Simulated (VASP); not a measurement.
Runs of VASP 6.6.1 on Ca. The structure is that of space group P6/mmm (No. 191), or close to it. The cells are those of the table. This isn't the form of Ca at room conditions, which is fcc.

| task | cell | k mesh | gap on the mesh (eV) | pressure (GPa) |
| --- | --- | --- | --- | --- |
| relaxation of cell and atoms | relaxed from a = 6.271, b = 6.271, c = 3.844 Å, angles 90.0, 90.0, 120.0°, 3 atoms | 6 × 6 × 8 | none | 0.0 |
| single point | a = 6.499, b = 6.499, c = 3.862 Å, angles 90.0, 90.0, 120.0°, 3 atoms | 7 × 7 × 10 | none | -1.1 |
| single point | a = 6.578, b = 6.578, c = 3.909 Å, angles 90.0, 90.0, 120.0°, 3 atoms | 7 × 7 × 10 | none | -1.6 |
| single point | a = 6.334, b = 6.334, c = 3.764 Å, angles 90.0, 90.0, 120.0°, 3 atoms | 8 × 8 × 11 | none | (a) |
| single point | a = 6.418, b = 6.418, c = 3.814 Å, angles 90.0, 90.0, 120.0°, 3 atoms | 7 × 7 × 10 | none | -0.6 |

Alike in all rows: level r2SCAN; potentials or basis VASP PAW PBE potentials, release 64 (Ca_sv); no spin polarisation; cutoff (eV) 550; smearing fermi-dirac 0.1 eV.

Task: Fill in the values left out.

Result: (a) 0.1.

Caveats: the PAW data sets were made with another functional, which shifts forces and pressure a little.

A gap of «none» marks levels without a gap at the run's occupations.
